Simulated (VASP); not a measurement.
A run of VASP 6.6.1 is set up as follows.

The input INCAR:

```
SYSTEM = Ga4N5
  PREC = Accurate
  ENCUT = 520
  EDIFF = 1E-7
  ISMEAR = 0
  SIGMA = 0.05
  LREAL = .FALSE.
  LASPH = .TRUE.
  NELM = 150
  ALGO = Normal
  ISIF = 2
  LWAVE = .FALSE.
  LCHARG = .FALSE.
  ISPIN = 2
  MAGMOM = 0 0 0 0 3 0 0 0 0
  LORBIT = 11
  LDIPOL = .TRUE.
  IDIPOL = 3
  DIPOL = 0.5 0.5 0.372
  GGA = PE
  NBANDS = 52
```

File KPOINTS:

```
regular mesh
0
G
  9 9 1
  0 0 0
```

Contents of POSCAR:

```
Ga4N5
1.0
    3.2186527295      0.0000000000      0.0000000000
   -1.6093263648      2.7874350297      0.0000000000
    0.0000000000      0.0000000000     24.0281843518
N Ga
5 4
Direct
    0.3333333333      0.6666666666      0.1664711716
    0.6666666667      0.3333333333      0.2755823724
    0.3333333333      0.6666666666      0.3877397629
    0.6666666667      0.3333333333      0.4977426840
    0.6666666667      0.8333333333      0.5945654814
    0.6666666667      0.3333333333      0.1933710436
    0.3333333333      0.6666666666      0.3024822443
    0.6666666667      0.3333333333      0.4109598618
    0.3333333333      0.6666666666      0.5213953817
```

Potentials or basis: VASP PAW PBE potentials, release 64 (N, Ga_d).

Run with:

```console
$ cat potpaw_PBE.64/N/POTCAR potpaw_PBE.64/Ga_d/POTCAR > POTCAR
$ mpirun -np 1 vasp_std > vasp.out
```

(1) Estimate the largest force.

(2) Predict the net moment.

Answers

(1) 2.046 eV/Å.

(2) 2.36 μB per cell.
